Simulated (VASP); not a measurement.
Set up this calculation in VASP 6.6.1, as the native input.

```
Task                   : single point
Functional             : PBE
Potentials or basis    : VASP PAW PBE potentials, release 64 (Mg, S)
Cutoff                 : 520 eV
k mesh                 : 4 × 4 × 2
Occupations            : gaussian, width 0.1 eV
Spin                   : no spin polarisation
Dipole correction      : no
Further INCAR settings : ALGO = Normal; EDIFF = 1e-07; NBANDS = 16
```

The structure of MgS lies in POSCAR:

```
MgS
1.0
   -0.0017116671     -0.9644139944     -3.5715117112
   -1.8441165545     -3.0218788446     -1.0958569959
   -5.5425033925      2.9875743184      1.1125999385
Mg S
2 2
Direct
    0.4997568693      0.7502528099      0.7498665279
    0.4996862979      0.2504106060      0.2498748564
    0.0001329895     -0.0003511698      0.0001026548
    0.0004238433      0.4996877539      0.5001559609
```

These files were run (other wordings do the same):

INCAR

```
SYSTEM = MgS
ALGO = Normal
EDIFF = 1E-7
ENCUT = 520
GGA = PE
ISIF = 2
ISMEAR = 0
LASPH = .TRUE.
LCHARG = .FALSE.
LREAL = .FALSE.
LWAVE = .FALSE.
NBANDS = 16
NELM = 80
PREC = Accurate
SIGMA = 0.1
```

KPOINTS

```
k-points
0
G
  4 4 2
  0 0 0
```

Potentials or basis: VASP PAW PBE potentials, release 64 (Mg, S).

Run with:

```bash
$ cat potpaw_PBE.64/Mg/POTCAR potpaw_PBE.64/S/POTCAR > POTCAR
$ mpirun -np 1 vasp_std > vasp.out
```

It gave:

```json
{
  "Pressure": "-0.3 GPa",
  "Largest force": "0.007 eV/Å",
  "Band gap on the k mesh": "2.69 eV"
}
```

Caveat: the k points lie up to 0.52 Å⁻¹ apart.

Run time: 31 s on 1 thread of Intel Xeon 8259CL (shared host), peak memory 0.19 GiB.
